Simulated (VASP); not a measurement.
# TiFe4 (Fmmm) in VASP: notebook

TiFe4 is run at these levels: PBE; tasks: single point.

Program: VASP 6.6.1. These are calculated values, not measurements. Logs are shortened: lines on timing, memory, paths and dates and some standing lists are left out, and cuts for length are marked.

## (1) The cell of the first run

It takes space group Fmmm (No. 69, orthorhombic). Conventional cell: a = 3.563 Å, b = 3.576 Å, c = 18.874 Å, α = 90.00°, β = 90.00°, γ = 90.00°. Within 3.3 Å of Ti (site symmetry mmm) lie 4 Ti at 2.52 Å and 8 Fe at 2.72 to 2.73 Å. Within 3.3 Å of Fe (site symmetry mm2) lie 8 Fe at 2.48 to 2.52 Å and 4 Ti at 2.72 to 2.73 Å. Fe (site symmetry mm2) has 12 Fe at 2.48 to 2.59 Å within 3.3 Å.

## (2) Single point, PBE, collinear spin, ferrimagnetic start

File INCAR:

```
SYSTEM = TiFe4
ALGO = Normal
EDIFF = 1E-7
ENCUT = 520
GGA = PE
ISIF = 2
ISMEAR = 0
ISPIN = 2
LASPH = .TRUE.
LCHARG = .TRUE.
LELF = .TRUE.
LMAXMIX = 4
LORBIT = 11
LREAL = .FALSE.
LVHAR = .TRUE.
LWAVE = .FALSE.
MAGMOM = -1 4 4 4 4
NBANDS = 34
NELM = 150
PREC = Accurate
SIGMA = 0.1
```

File KPOINTS:

```
k-points
0
G
  6 6 6
  0 0 0
```

File POSCAR:

```
TiFe4
1.0
    0.0000000000      1.7879490000      9.4368986093
    1.7812670356      0.0000000000      9.4368986093
    1.7812670356      1.7879490000      0.0000000000
Ti Fe
1 4
Direct
    0.0000000000      0.0000000000      0.0000000000
    0.3909085000      0.3909085000      0.6090915000
    0.7997525000      0.7997525000      0.2002475000
    0.2002475000      0.2002475000      0.7997525000
    0.6090915000      0.6090915000      0.3909085000
```

Potentials or basis: VASP PAW PBE potentials, release 64 (Ti_sv, Fe).

Command:

```console
cat potpaw_PBE.64/Ti_sv/POTCAR potpaw_PBE.64/Fe/POTCAR > POTCAR
mpirun -np 1 vasp_std > vasp.out
```

OUTCAR:

```text
SYSTEM = TiFe4
   EDIFF = 1E-7
   ENCUT = 520
   GGA = PE
   ISIF = 2
   ISMEAR = 0
   ISPIN = 2
   LASPH = .TRUE.
   LORBIT = 11
   LREAL = .FALSE.
   NELM = 150
   PREC = Accurate

 ion  position               nearest neighbor table
   1  0.000  0.000  0.000-   5 2.72   5 2.72   2 2.72   2 2.72   2 2.73   5 2.73   5 2.73   2 2.73

   2  0.391  0.391  0.609-   3 2.48   3 2.48   3 2.48   3 2.48   1 2.72   1 2.72   1 2.73   1 2.73

   3  0.800  0.800  0.200-   2 2.48   2 2.48   2 2.48   2 2.48   4 2.59   4 2.59   4 2.59   4 2.59

   4  0.200  0.200  0.800-   5 2.48   5 2.48   5 2.48   5 2.48   3 2.59   3 2.59   3 2.59   3 2.59

   5  0.609  0.609  0.391-   4 2.48   4 2.48   4 2.48   4 2.48   1 2.72   1 2.72   1 2.73   1 2.73

  LATTYP: Found a face centered orthorhombic cell.
 ALAT       =     3.5625340712
 B/A-ratio  =     1.0037512424
 C/A-ratio  =     5.2978573233

  Lattice vectors:

 A1 = (   0.0000000000,   1.7879490000,   9.4368986093)
 A2 = (   1.7812670356,   0.0000000000,   9.4368986093)
 A3 = (   1.7812670356,   1.7879490000,   0.0000000000)

Analysis of symmetry for initial positions (statically):
=====================================================================
 Subroutine PRICEL returns:
 Original cell was already a primitive cell.

 Routine SETGRP: Setting up the symmetry group for a
 face centered orthorhombic supercell.

 Subroutine GETGRP returns: Found  8 space group operations
 (whereof  8 operations were pure point group operations)
 out of a pool of  8 trial point group operations.

The static configuration has the point symmetry D_2h.

Analysis of symmetry for dynamics (positions and initial velocities):
=====================================================================
 Subroutine PRICEL returns:
 Original cell was already a primitive cell.

 Routine SETGRP: Setting up the symmetry group for a
 face centered orthorhombic supercell.

 Subroutine GETGRP returns: Found  8 space group operations
 (whereof  8 operations were pure point group operations)
 out of a pool of  8 trial point group operations.

The dynamic configuration has the point symmetry D_2h.

Analysis of structural, dynamic, and magnetic symmetry:
=====================================================================
 Subroutine PRICEL returns:
 Original cell was already a primitive cell.

 Routine SETGRP: Setting up the symmetry group for a
 face centered orthorhombic supercell.

 Subroutine GETGRP returns: Found  8 space group operations
 (whereof  8 operations were pure point group operations)
 out of a pool of  8 trial point group operations.

The overall configuration has the point symmetry D_2h.

 Subroutine INISYM returns: Found  8 space group operations
 (whereof  8 operations are pure point group operations),
 and found     1 'primitive' translations

----------------------------------------------------------------------------------------

                                     Primitive cell

  volume of cell :      60.1095

  direct lattice vectors                    reciprocal lattice vectors
     0.000000000  1.787949000  9.436898609    -0.280699070  0.279650035  0.052983509
     1.781267036  0.000000000  9.436898609     0.280699070 -0.279650035  0.052983509
     1.781267036  1.787949000  0.000000000     0.280699070  0.279650035 -0.052983509

  length of vectors
     9.604780944  9.603539327  2.523821285     0.399754127  0.399754127  0.399754127

  position of ions in fractional coordinates (direct lattice)
     0.000000000  0.000000000  0.000000000
     0.390908500  0.390908500  0.609091500
     0.799752500  0.799752500  0.200247500
     0.200247500  0.200247500  0.799752500
     0.609091500  0.609091500  0.390908500

  ion indices of the primitive-cell ions
   primitive index   ion index
                 1           1
                 2           2
                 3           3
                 4           4
                 5           5

[... 28 lines left out ...]
  0.000000  0.000000  0.000000      1.000000
  0.166667  0.000000  0.000000      8.000000
  0.333333  0.000000  0.000000      8.000000
  0.500000  0.000000  0.000000      4.000000
  0.166667  0.166667  0.000000      2.000000
  0.333333  0.166667  0.000000      8.000000
[... 16 lines left out ...]
 -0.166667  0.166667  0.166667      8.000000
  0.500000  0.333333  0.166667      4.000000
 [... further k-points ...]
   k-points           NKPTS =     46   k-points in BZ     NKDIM =     46   number of bands    NBANDS=     34
   number of dos      NEDOS =    301   number of ions     NIONS =      5
   total plane-waves  NPLWV = 103680
   dimension x,y,z NGX =    72 NGY =   72 NGZ =   20
   dimension x,y,z NGXF=   144 NGYF=  144 NGZF=   40
   ions per type =               1   4
   NGX,Y,Z   is equivalent  to a cutoff of  12.46, 12.46, 13.17 a.u.
   NGXF,Y,Z  is equivalent  to a cutoff of  24.92, 24.93, 26.35 a.u.
 SYSTEM =  TiFe4
   PREC   = accura    normal or accurate (medium, high low for compatibility)
   ISTART =      0    job   : 0-new  1-cont  2-samecut
   ICHARG =      2    charge: 1-file 2-atom 10-const
   ISPIN  =      2    spin polarized calculation?
   LNONCOLLINEAR =      F non collinear calculations
   LSORBIT =      F    spin-orbit coupling
   LASPH  =      T    aspherical Exc in radial PAW
   ENCUT  =  520.0 eV  38.22 Ry    6.18 a.u.  17.86 17.86  4.69*2*pi/ulx,y,z
   NELM   =    150;   NELMIN=  2; NELMDL= -5     # of ELM steps
   EDIFF  = 0.1E-06   stopping-criterion for ELM
   LREAL  =      F    real-space projection
   EDIFFG = 0.1E-05   stopping-criterion for IOM
   NSW    =      0    number of steps for IOM
   IBRION =     -1    ionic relax: 0-MD 1-quasi-New 2-CG
   NFREE  =      0    steps in history (QN), initial steepest desc. (CG)
   ISIF   =      2    stress and relaxation
   ISYM   =      2    0-nonsym 1-usesym 2-fastsym
   POTIM  = 0.5000    time-step for ionic-motion
   TEBEG  =    0.0;   TEEND  =   0.0 temperature during run
   PSTRESS=    0.0 pullay stress
   NELECT =      44.0000    total number of electrons
   NUPDOWN=      -1.0000    fix difference up-down
   EMIN   =  10.00;   EMAX   =-10.00  energy-range for DOS
   EFERMI =   0.00;   METHOD = LEGACY
   ISMEAR =     0;   SIGMA  =   0.10  broadening in eV -4-tet -1-fermi 0-gaus
   EFERMI_NEDOS =   21; number of points for ismear=-14 and -15
   IALGO  =     38    algorithm
   IMIX   =      4    mixing-type and parameters
     AMIX     =   0.40;   BMIX     =  1.00
     AMIX_MAG =   1.60;   BMIX_MAG =  1.00
  volume/ion in A,a.u.               =      12.02        81.13
  Fermi-wavevector in a.u.,A,eV,Ry     =   1.475405  2.788111 29.617432  2.176820
  Thomas-Fermi vector in A             =   2.590058
   LORBIT       =     11    0 simple, 1 ext, 2 COOP (PROOUT), +10 PAW based schemes
   GGA     = PE    functional components
   LHFCALC =     F    Hartree Fock is set to
   AEXX    =    0.0000 exact exchange contribution
   IVDW    =     0    specifies the selected vdW correction
   LEPSILON=     F    determine dielectric tensor
   LRPA    =     F    only Hartree local field effects (RPA)
 spin polarized calculation
 Gauss-broadening in eV      SIGMA  =   0.10
  energy-cutoff  :      520.00
  volume of cell :       60.11
 maximum number of plane-waves:      1648
   NGX = 35   NGY = 35   NGZ =  9

 number of electron      43.9999990 magnetization      10.9364891

 number of electron      43.9999995 magnetization       5.6916570

 Free energy of the ion-electron system (eV)
  ---------------------------------------------------
  ext. energy  EPLUGINS =         0.00000000
  ---------------------------------------------------
  free energy    TOTEN  =       -40.15800520 eV

  energy without entropy =      -40.10608618  energy(sigma->0) =      -40.13204569

 E-fermi :   6.7643     XC(G=0): -12.9364

 val. band max:        6.7634595015   @ k =  -0.1667   0.1667   0.0000
 cond. band min:       6.7646289739   @ k =   0.3333   0.5000   0.1667
 fundamental gap:      0.0011694724
 Fermi energy:         6.7642766521

 spin component 1

 k-point     1 :       0.0000    0.0000    0.0000
  band No.  band energies     occupation
      1     -49.5583      1.00000
      2     -25.7573      1.00000
      3     -25.1696      1.00000
      4     -25.1665      1.00000
      5      -1.2457      1.00000
      6       0.3378      1.00000
[... 877 lines left out ...]
     33      10.3956      0.00000
     34      12.9265      0.00000

 [... further k-points ...]

 spin component 2

 k-point     1 :       0.0000    0.0000    0.0000
  band No.  band energies     occupation
      1     -49.8696      1.00000
      2     -26.0895      1.00000
      3     -25.4712      1.00000
      4     -25.4682      1.00000
      5      -1.1288      1.00000
      6       0.5139      1.00000
[... 877 lines left out ...]
     33      10.6920      0.00000
     34      13.1869      0.00000

 [... further k-points ...]

------------------------ aborting loop because EDIFF is reached ----------------------------------------

  FORCE on cell =-STRESS in cart. coord.  units (eV):
  Direction    XX          YY          ZZ          XY          YZ          ZX
  --------------------------------------------------------------------------------------
  -------------------------------------------------------------------------------------
  Total        0.0463891      0.1059046     -2.6970083      0.0000000      0.0000000      0.0000000
  in kB        1.2364699      2.8228131    -71.8868456      0.0000000      0.0000000      0.0000000
  external PRESSURE =     -22.6091875 kB  Pullay stress =       0.0000000 kB

 VOLUME and BASIS-vectors are now :
 -----------------------------------------------------------------------------
  energy-cutoff  :      520.00
  volume of cell :       60.11
      direct lattice vectors                 reciprocal lattice vectors
     0.000000000  1.787949000  9.436898609    -0.280699070  0.279650035  0.052983509
     1.781267036  0.000000000  9.436898609     0.280699070 -0.279650035  0.052983509
     1.781267036  1.787949000  0.000000000     0.280699070  0.279650035 -0.052983509

 POSITION                                       TOTAL-FORCE (eV/Angst)
 -----------------------------------------------------------------------------------
      0.00000      0.00000      0.00000         0.000000      0.000000      0.000000
      1.78127      1.78795      7.37793         0.000000     -0.000000      0.218252
      1.78127      1.78795     15.09437         0.000000     -0.000000     -1.010266
      1.78127      1.78795      3.77943         0.000000     -0.000000      1.010266
      1.78127      1.78795     11.49587         0.000000     -0.000000     -0.218252
 -----------------------------------------------------------------------------------
    total drift:                                0.000000     -0.000000      0.000000

  FREE ENERGIE OF THE ION-ELECTRON SYSTEM (eV)
  ---------------------------------------------------
  free  energy   TOTEN  =       -40.1580051965 eV

  energy  without entropy=      -40.1060861835  energy(sigma->0) =      -40.13204569

 total charge

# of ion       s       p       d       tot
------------------------------------------
    1        2.264   6.163   2.034  10.462
    2        0.507   0.535   6.247   7.289
    3        0.488   0.525   6.243   7.256
    4        0.488   0.525   6.243   7.256
    5        0.507   0.535   6.247   7.289
--------------------------------------------------
tot          4.255   8.283  27.013  39.551

 magnetization (x)

# of ion       s       p       d       tot
------------------------------------------
    1       -0.013  -0.029  -0.324  -0.366
    2        0.002  -0.021   1.534   1.515
    3       -0.010  -0.027   1.584   1.546
    4       -0.010  -0.027   1.584   1.546
    5        0.002  -0.021   1.534   1.515
--------------------------------------------------
tot         -0.030  -0.125   5.911   5.755
```

It took 16 min on 1 thread of Intel Xeon Platinum 8488C (Sapphire Rapids), shared host; peak memory 0.48 GiB.

Results:

```yaml
Free_energy: -40.1580 eV
Pressure: -2.3 GPa
Largest_force: 1.010 eV/Å
Net_moment: 5.69 μB per cell
Site_moments: Ti -0.37; Fe +1.51, +1.55 (each value once) μB
Valence_electrons_inside_the_program's_atomic_spheres: Ti 10.46; Fe 7.29, 7.26 (each value once)
```

Forces on the atoms (eV/Å):
```
Ti   0.000  0.000  0.000
Fe   0.000  0.000  0.218
Fe   0.000  0.000 -1.010
Fe   0.000  0.000  1.010
Fe   0.000  0.000 -0.218
```

Levels at points of the mesh, in eV from the Fermi level:
Spin up:
```
           k point  band 22  band 23  band 24  band 25  band 26  band 27  band 28  band 29
(0.00, 0.00, 0.00)    -0.74    -0.51    -0.51    -0.35    -0.17    -0.03     0.21     0.23
(0.50, 0.00, 0.00)    -0.53    -0.46    -0.07    -0.06    -0.04     0.51     0.76     1.54
(0.50, 0.50, 0.00)    -0.86    -0.74    -0.43    -0.42    -0.35    -0.17     0.15     0.17
(0.50, 0.00, 0.50)     0.50     0.50     0.61     0.61     0.68     1.45     3.31     3.38
(0.00, 0.50, 0.50)     0.50     0.50     0.61     0.61     0.64     1.47     3.31     3.46
```
Spin down:
```csv
k point,band 15,band 16,band 17,band 18,band 19,band 20,band 21,band 22,band 23,band 24
"(0.00, 0.00, 0.00)",-0.52,-0.49,-0.07,0.02,0.04,0.12,0.78,0.79,1.00,1.17
"(0.50, 0.00, 0.00)",-0.71,-0.47,-0.38,-0.36,-0.32,-0.28,0.06,0.14,0.62,0.99
"(0.50, 0.50, 0.00)",-0.53,-0.48,-0.45,-0.09,-0.06,0.48,0.73,0.74,0.98,0.98
"(0.50, 0.00, 0.50)",-0.77,-0.74,0.74,0.86,0.90,1.28,1.70,1.84,1.84,1.85
"(0.00, 0.50, 0.50)",-0.75,-0.72,0.72,0.85,0.86,1.28,1.71,1.84,1.84,1.84
```

Caveat: the k points lie up to 0.42 Å⁻¹ apart; forces of over 1 eV/Å act on the atoms, so gaps and moduli don't describe the material at rest.

## (3) Single point, PBE, collinear spin, ferrimagnetic start

File INCAR:

```
  PREC = Accurate
  ENCUT = 520
  EDIFF = 1E-7
  ISMEAR = 0
  SIGMA = 0.1
  LREAL = False
  LASPH = True
  NELM = 150
  ALGO = Normal
  ISIF = 2
  LWAVE = False
  LCHARG = False
  ISPIN = 2
  MAGMOM = -0.47 2.19 2.59 2.59 2.19
  LORBIT = 11
  LMAXMIX = 4
  GGA = PE
  NBANDS = 34
```

File KPOINTS:

```
regular mesh
0
Gamma
  2 2 2
```

POSCAR is that of step 2.

Potentials or basis: VASP PAW PBE potentials, release 64 (Ti_sv, Fe).

Command:

```console
cat potpaw_PBE.64/Ti_sv/POTCAR potpaw_PBE.64/Fe/POTCAR > POTCAR
mpirun -np 1 vasp_std > vasp.out
```

OUTCAR:

```text
PREC = Accurate
   ENCUT = 520
   EDIFF = 1E-7
   ISMEAR = 0
   LREAL = False
   LASPH = True
   NELM = 150
   ISIF = 2
   ISPIN = 2
   LORBIT = 11
   GGA = PE

 ion  position               nearest neighbor table
   1  0.000  0.000  0.000-   5 2.72   5 2.72   2 2.72   2 2.72   2 2.73   5 2.73   5 2.73   2 2.73

   2  0.391  0.391  0.609-   3 2.48   3 2.48   3 2.48   3 2.48   1 2.72   1 2.72   1 2.73   1 2.73

   3  0.800  0.800  0.200-   2 2.48   2 2.48   2 2.48   2 2.48   4 2.59   4 2.59   4 2.59   4 2.59

   4  0.200  0.200  0.800-   5 2.48   5 2.48   5 2.48   5 2.48   3 2.59   3 2.59   3 2.59   3 2.59

   5  0.609  0.609  0.391-   4 2.48   4 2.48   4 2.48   4 2.48   1 2.72   1 2.72   1 2.73   1 2.73

  LATTYP: Found a face centered orthorhombic cell.
 ALAT       =     3.5625340712
 B/A-ratio  =     1.0037512424
 C/A-ratio  =     5.2978573233

  Lattice vectors:

[... 562 lines left out ...]

  FORCE on cell =-STRESS in cart. coord.  units (eV):
  Direction    XX          YY          ZZ          XY          YZ          ZX
  --------------------------------------------------------------------------------------
  -------------------------------------------------------------------------------------
  Total       -4.4114333     -4.5843851      1.6477224      0.0000000      0.0000000      0.0000000
  in kB     -117.5836294   -122.1935354     43.9188722      0.0000000      0.0000000      0.0000000
  external PRESSURE =     -65.2860975 kB  Pullay stress =       0.0000000 kB

 VOLUME and BASIS-vectors are now :
 -----------------------------------------------------------------------------
  energy-cutoff  :      520.00
  volume of cell :       60.11
      direct lattice vectors                 reciprocal lattice vectors
     0.000000000  1.787949000  9.436898609    -0.280699070  0.279650035  0.052983509
     1.781267036  0.000000000  9.436898609     0.280699070 -0.279650035  0.052983509
     1.781267036  1.787949000  0.000000000     0.280699070  0.279650035 -0.052983509

 POSITION                                       TOTAL-FORCE (eV/Angst)
 -----------------------------------------------------------------------------------
      0.00000      0.00000      0.00000         0.000000      0.000000      0.000000
      1.78127      1.78795      7.37793         0.000000      0.000000     -0.357618
      1.78127      1.78795     15.09437         0.000000      0.000000      0.191611
      1.78127      1.78795      3.77943         0.000000      0.000000     -0.191611
      1.78127      1.78795     11.49587         0.000000      0.000000      0.357618
 -----------------------------------------------------------------------------------
    total drift:                                0.000000     -0.000000      0.000000

  FREE ENERGIE OF THE ION-ELECTRON SYSTEM (eV)
  ---------------------------------------------------
  free  energy   TOTEN  =       -39.1102565172 eV

  energy  without entropy=      -39.0820581366  energy(sigma->0) =      -39.09615733

 total charge

# of ion       s       p       d       tot
------------------------------------------
    1        2.279   6.062   2.230  10.571
    2        0.484   0.477   6.352   7.313
    3        0.469   0.478   6.329   7.277
    4        0.469   0.478   6.329   7.277
    5        0.484   0.477   6.352   7.313
--------------------------------------------------
tot          4.186   7.972  27.592  39.751

 magnetization (x)

# of ion       s       p       d       tot
------------------------------------------
    1        0.015  -0.007   0.344   0.352
    2       -0.006  -0.033   1.311   1.271
    3       -0.011  -0.033   1.450   1.406
    4       -0.011  -0.033   1.450   1.406
    5       -0.006  -0.033   1.311   1.271
--------------------------------------------------
tot         -0.020  -0.140   5.866   5.706
```

Wall time 2.9 min (1 thread of Intel Xeon Platinum 8488C (Sapphire Rapids), shared host); peak memory 0.39 GiB.

Results:

| Property | Result |
| --- | --- |
| Free energy | -39.1103 eV |
| Pressure | -6.5 GPa |
| Largest force | 0.358 eV/Å |
| Net moment | 5.73 μB per cell |
| Site moments | Ti +0.35; Fe +1.27, +1.41 (each value once) μB |
| Valence electrons inside the program's atomic spheres | Ti 10.57; Fe 7.31, 7.28 (each value once) |

Forces in eV/Å, atoms in the order of the input:
```
Ti   0.000  0.000  0.000
Fe   0.000  0.000 -0.358
Fe   0.000  0.000  0.192
Fe   0.000  0.000 -0.192
Fe   0.000  0.000  0.358
```

Stress tensor (GPa, compression positive):
```
-11.76   0.00   0.00
  0.00 -12.22   0.00
  0.00   0.00   4.39
```

Caveat: the k points lie up to 1.26 Å⁻¹ apart.
